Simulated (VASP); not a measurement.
# HfN (zincblende type) (F-43m) in VASP: a series of runs

HfN (zincblende type) is run at these levels: PBE; tasks: single point, relaxation of cell and atoms.

Everything below comes from runs of VASP 6.6.1. Logs are shortened: lines on timing, memory, paths and dates and some standing lists are left out, and cuts for length are marked.

### Step 1. The cell of the first run

Symmetry: F-43m, No. 216, cubic system. The conventional cell has a = 4.055 Å, b = 4.055 Å, c = 4.055 Å, α = 90.00°, β = 90.00°, γ = 90.00°. Hf (site symmetry -43m) has 4 N at 1.76 Å within 2.3 Å. N (site symmetry -43m) has 4 Hf at 1.76 Å within 2.3 Å.

### Step 2. Single point, PBE

File INCAR:

```
  PREC = Accurate
  ENCUT = 520
  EDIFF = 1E-6
  ISMEAR = -1
  SIGMA = 0.05
  LREAL = False
  LASPH = True
  NELM = 60
  ALGO = Normal
  ISIF = 2
  LWAVE = False
  LCHARG = True
  GGA = PE
  LELF = True
  LVHAR = True
  NBANDS = 14
```

File KPOINTS:

```
Automatic mesh
0
Gamma
  16 16 16
```

File POSCAR:

```
HfN
1.0
    0.0000000000      2.0276337166      2.0276337166
    2.0276337166      0.0000000000      2.0276337166
    2.0276337166      2.0276337166      0.0000000000
Hf N
1 1
Direct
    0.0000000000      0.0000000000      0.0000000000
    0.2500000000      0.2500000000      0.2500000000
```

Potentials or basis: VASP PAW PBE potentials, release 64 (Hf_pv, N).

On the command line:

```bash
cat potpaw_PBE.64/Hf_pv/POTCAR potpaw_PBE.64/N/POTCAR > POTCAR
mpirun -np 1 vasp_std > vasp.out
```

OUTCAR:

```text
PREC = Accurate
   ENCUT = 520
   EDIFF = 1E-6
   ISMEAR = -1
   LREAL = False
   LASPH = True
   NELM = 60
   ISIF = 2
   GGA = PE

 ion  position               nearest neighbor table
   1  0.000  0.000  0.000-   2 1.76   2 1.76   2 1.76   2 1.76
   2  0.250  0.250  0.250-   1 1.76   1 1.76   1 1.76   1 1.76

  LATTYP: Found a face centered cubic cell.
 ALAT       =     4.0552674332

  Lattice vectors:

 A1 = (   0.0000000000,   2.0276337166,   2.0276337166)
 A2 = (   2.0276337166,   0.0000000000,   2.0276337166)
 A3 = (   2.0276337166,   2.0276337166,   0.0000000000)

Analysis of symmetry for initial positions (statically):
=====================================================================
 Subroutine PRICEL returns:
 Original cell was already a primitive cell.

 Routine SETGRP: Setting up the symmetry group for a
 face centered cubic supercell.

 Subroutine GETGRP returns: Found 24 space group operations
 (whereof 24 operations were pure point group operations)
 out of a pool of 48 trial point group operations.

The static configuration has the point symmetry T_d .

Analysis of symmetry for dynamics (positions and initial velocities):
=====================================================================
 Subroutine PRICEL returns:
 Original cell was already a primitive cell.

 Routine SETGRP: Setting up the symmetry group for a
 face centered cubic supercell.

 Subroutine GETGRP returns: Found 24 space group operations
 (whereof 24 operations were pure point group operations)
 out of a pool of 48 trial point group operations.

The dynamic configuration has the point symmetry T_d .

 Subroutine INISYM returns: Found 24 space group operations
 (whereof 24 operations are pure point group operations),
 and found     1 'primitive' translations

----------------------------------------------------------------------------------------

                                     Primitive cell

  volume of cell :      16.6724

  direct lattice vectors                    reciprocal lattice vectors
     0.000000000  2.027633717  2.027633717    -0.246592861  0.246592861  0.246592861
     2.027633717  0.000000000  2.027633717     0.246592861 -0.246592861  0.246592861
     2.027633717  2.027633717  0.000000000     0.246592861  0.246592861 -0.246592861

  length of vectors
     2.867507102  2.867507102  2.867507102     0.427111365  0.427111365  0.427111365

  position of ions in fractional coordinates (direct lattice)
     0.000000000  0.000000000  0.000000000
     0.250000000  0.250000000  0.250000000

  ion indices of the primitive-cell ions
   primitive index   ion index
                 1           1
                 2           2

----------------------------------------------------------------------------------------

 KPOINTS: Automatic mesh

Automatic generation of k-mesh.
 Grid dimensions read from file:
 generate k-points for:   16   16   16

 Generating k-lattice:

  Cartesian coordinates                     Fractional coordinates (reciprocal lattice)
    -0.015412054  0.015412054  0.015412054     0.062500000  0.000000000  0.000000000
     0.015412054 -0.015412054  0.015412054     0.000000000  0.062500000  0.000000000
     0.015412054  0.015412054 -0.015412054     0.000000000  0.000000000  0.062500000

  Length of vectors
     0.026694460  0.026694460  0.026694460

  Shift w.r.t. Gamma in fractional coordinates (k-lattice)
     0.000000000  0.000000000  0.000000000

 Subroutine IBZKPT returns following result:
 ===========================================

 Found    145 irreducible k-points:

 Following reciprocal coordinates:
            Coordinates               Weight
  0.000000  0.000000  0.000000      1.000000
  0.062500  0.000000  0.000000      8.000000
  0.125000  0.000000  0.000000      8.000000
  0.187500  0.000000  0.000000      8.000000
  0.250000  0.000000  0.000000      8.000000
  0.312500  0.000000  0.000000      8.000000
[... 16 lines left out ...]
 -0.125000  0.062500  0.000000     24.000000
 -0.062500  0.062500  0.000000     12.000000
 [... further k-points ...]
   k-points           NKPTS =    145   k-points in BZ     NKDIM =    145   number of bands    NBANDS=     14
   number of dos      NEDOS =    301   number of ions     NIONS =      2
   total plane-waves  NPLWV =  13824
   dimension x,y,z NGX =    24 NGY =   24 NGZ =   24
   dimension x,y,z NGXF=    48 NGYF=   48 NGZF=   48
   ions per type =               1   1
   NGX,Y,Z   is equivalent  to a cutoff of  13.91, 13.91, 13.91 a.u.
   NGXF,Y,Z  is equivalent  to a cutoff of  27.83, 27.83, 27.83 a.u.
 SYSTEM =  unknown system
   PREC   = accura    normal or accurate (medium, high low for compatibility)
   ISTART =      0    job   : 0-new  1-cont  2-samecut
   ICHARG =      2    charge: 1-file 2-atom 10-const
   ISPIN  =      1    spin polarized calculation?
   LNONCOLLINEAR =      F non collinear calculations
   LSORBIT =      F    spin-orbit coupling
   LASPH  =      T    aspherical Exc in radial PAW
   ENCUT  =  520.0 eV  38.22 Ry    6.18 a.u.   5.33  5.33  5.33*2*pi/ulx,y,z
   NELM   =     60;   NELMIN=  2; NELMDL= -5     # of ELM steps
   EDIFF  = 0.1E-05   stopping-criterion for ELM
   LREAL  =      F    real-space projection
   EDIFFG = 0.1E-04   stopping-criterion for IOM
   NSW    =      0    number of steps for IOM
   IBRION =     -1    ionic relax: 0-MD 1-quasi-New 2-CG
   NFREE  =      0    steps in history (QN), initial steepest desc. (CG)
   ISIF   =      2    stress and relaxation
   ISYM   =      2    0-nonsym 1-usesym 2-fastsym
   POTIM  = 0.5000    time-step for ionic-motion
   TEBEG  =    0.0;   TEEND  =   0.0 temperature during run
   PSTRESS=    0.0 pullay stress
   NELECT =      15.0000    total number of electrons
   NUPDOWN=      -1.0000    fix difference up-down
   EMIN   =  10.00;   EMAX   =-10.00  energy-range for DOS
   EFERMI =   0.00;   METHOD = LEGACY
   ISMEAR =    -1;   SIGMA  =   0.05  broadening in eV -4-tet -1-fermi 0-gaus
   EFERMI_NEDOS =   21; number of points for ismear=-14 and -15
   IALGO  =     38    algorithm
   IMIX   =      4    mixing-type and parameters
     AMIX     =   0.40;   BMIX     =  1.00
     AMIX_MAG =   1.60;   BMIX_MAG =  1.00
  volume/ion in A,a.u.               =       8.34        56.26
  Fermi-wavevector in a.u.,A,eV,Ry     =   1.580420  2.986560 33.983628  2.497726
  Thomas-Fermi vector in A             =   2.680650
   LORBIT       =      0    0 simple, 1 ext, 2 COOP (PROOUT), +10 PAW based schemes
   GGA     = PE    functional components
   LHFCALC =     F    Hartree Fock is set to
   AEXX    =    0.0000 exact exchange contribution
   IVDW    =     0    specifies the selected vdW correction
   LEPSILON=     F    determine dielectric tensor
   LRPA    =     F    only Hartree local field effects (RPA)
 non-spin polarized calculation
  energy-cutoff  :      520.00
  volume of cell :       16.67
 maximum number of plane-waves:       464
 NGX is ok and might be reduce to    24
   NGX = 11   NGY = 11   NGZ = 11

 number of electron      14.9999999 magnetization

 Free energy of the ion-electron system (eV)
  ---------------------------------------------------
  ext. energy  EPLUGINS =         0.00000000
  ---------------------------------------------------
  free energy    TOTEN  =       -12.50180320 eV

  energy without entropy =      -12.49662397  energy(sigma->0) =      -12.49921359

 E-fermi :  11.1716     XC(G=0): -14.2501

 val. band max:       11.1607051516   @ k =   0.3750   0.1875   0.0000
 cond. band min:      11.1740366823   @ k =   0.3125   0.1875   0.0625
 fundamental gap:      0.0133315307
 Fermi energy:        11.1715779270

 k-point     1 :       0.0000    0.0000    0.0000
  band No.  band energies     occupation
      1     -18.2893      2.00000
      2     -18.2893      2.00000
      3     -18.2893      2.00000
      4      -7.6795      2.00000
      5       2.2866      2.00000
      6       2.2866      2.00000
      7       2.2866      2.00000
      8      12.0568      0.00000
      9      14.6291      0.00000
     10      14.6291      0.00000
     11      21.3757      0.00000
     12      21.3757      0.00000
     13      21.3757      0.00000
     14      25.8596      0.00000

 k-point     2 :       0.0625    0.0000    0.0000
  band No.  band energies     occupation
      1     -18.4697      2.00000
      2     -18.3080      2.00000
      3     -18.3080      2.00000
      4      -7.4808      2.00000
      5       2.2459      2.00000
      6       2.3604      2.00000
      7       2.3604      2.00000
      8      12.3228      0.00000
      9      14.4367      0.00000
     10      14.4367      0.00000
     11      21.1418      0.00000
     12      21.7665      0.00000
     13      21.7665      0.00000
     14      25.8590      0.00000

 k-point     3 :       0.1250    0.0000    0.0000
  band No.  band energies     occupation
      1     -18.9484      2.00000
      2     -18.3605      2.00000
      3     -18.3605      2.00000
      4      -6.9715      2.00000
      5       2.2006      2.00000
      6       2.5638      2.00000
      7       2.5638      2.00000
      8      13.0145      0.00000
      9      14.0307      0.00000
     10      14.0307      0.00000
     11      20.6413      0.00000
     12      22.7183      0.00000
     13      22.7183      0.00000
     14      25.8565      0.00000
[... 324 lines left out ...]
 k-point    23 :      -0.1250    0.0625    0.0000
  band No.  band energies     occupation
      1     -19.2214      2.00000
      2     -18.4964      2.00000
      3     -18.3576      2.00000
      4      -6.6277      2.00000
      5       2.0967      2.00000
      6       2.6227      2.00000
      7       2.9120      2.00000
      8      13.3175      0.00000
      9      13.4415      0.00000
     10      14.3324      0.00000
     11      20.8027      0.00000
     12      22.5070      0.00000
     13      23.7203      0.00000
     14      25.8538      0.00000

 k-point    24 :      -0.0625    0.0625    0.0000
  band No.  band energies     occupation
      1     -18.7184      2.00000
      2     -18.3917      2.00000
      3     -18.3143      2.00000
      4      -7.1777      2.00000
      5       2.1413      2.00000
      6       2.4253      2.00000
      7       2.5937      2.00000
      8      12.7268      0.00000
      9      13.8728      0.00000
     10      14.4882      0.00000
     11      21.1644      0.00000
     12      21.7264      0.00000
     13      22.6141      0.00000
     14      25.8580      0.00000

 [... further k-points ...]

------------------------ aborting loop because EDIFF is reached ----------------------------------------

  FORCE on cell =-STRESS in cart. coord.  units (eV):
  Direction    XX          YY          ZZ          XY          YZ          ZX
  --------------------------------------------------------------------------------------
  -------------------------------------------------------------------------------------
  Total       36.0848967     36.0848967     36.0848967      0.0000000      0.0000000      0.0000000
  in kB     3467.6682343   3467.6682343   3467.6682343      0.0000000      0.0000000      0.0000000
  external PRESSURE =    3467.6682343 kB  Pullay stress =       0.0000000 kB

 VOLUME and BASIS-vectors are now :
 -----------------------------------------------------------------------------
  energy-cutoff  :      520.00
  volume of cell :       16.67
      direct lattice vectors                 reciprocal lattice vectors
     0.000000000  2.027633717  2.027633717    -0.246592861  0.246592861  0.246592861
     2.027633717  0.000000000  2.027633717     0.246592861 -0.246592861  0.246592861
     2.027633717  2.027633717  0.000000000     0.246592861  0.246592861 -0.246592861

 POSITION                                       TOTAL-FORCE (eV/Angst)
 -----------------------------------------------------------------------------------
      0.00000      0.00000      0.00000        -0.000000      0.000000     -0.000000
      1.01382      1.01382      1.01382         0.000000     -0.000000      0.000000
 -----------------------------------------------------------------------------------
    total drift:                                0.000000      0.000000      0.000000

  FREE ENERGIE OF THE ION-ELECTRON SYSTEM (eV)
  ---------------------------------------------------
  free  energy   TOTEN  =       -12.5018032049 eV

  energy  without entropy=      -12.4966239749  energy(sigma->0) =      -12.49921359
```

It took 17 s on 1 thread of Intel Xeon 6975P-C, shared host; peak memory 0.17 GiB.

What came out:

```yaml
Free_energy: -12.5018 eV
Pressure: 346.8 GPa
```

Levels at points of the mesh, in eV from the Fermi level:
```
           k point  band 3  band 4  band 5  band 6  band 7  band 8  band 9  band 10  band 11  band 12
(0.00, 0.00, 0.00)  -29.46  -18.85   -8.88   -8.88   -8.88    0.89    3.46     3.46    10.20    10.20
(0.50, 0.00, 0.00)  -29.92  -16.43   -7.56   -7.56   -5.25    2.77    4.84     4.84     6.32     9.33
(0.50, 0.50, 0.00)  -30.66  -15.29  -10.95   -3.42   -3.42   -0.33    4.33     7.57     8.56     8.56
```

Caveat: spin-orbit coupling is left out, which moves the levels of the heavy elements.

(Continued in part 2 of 2.)
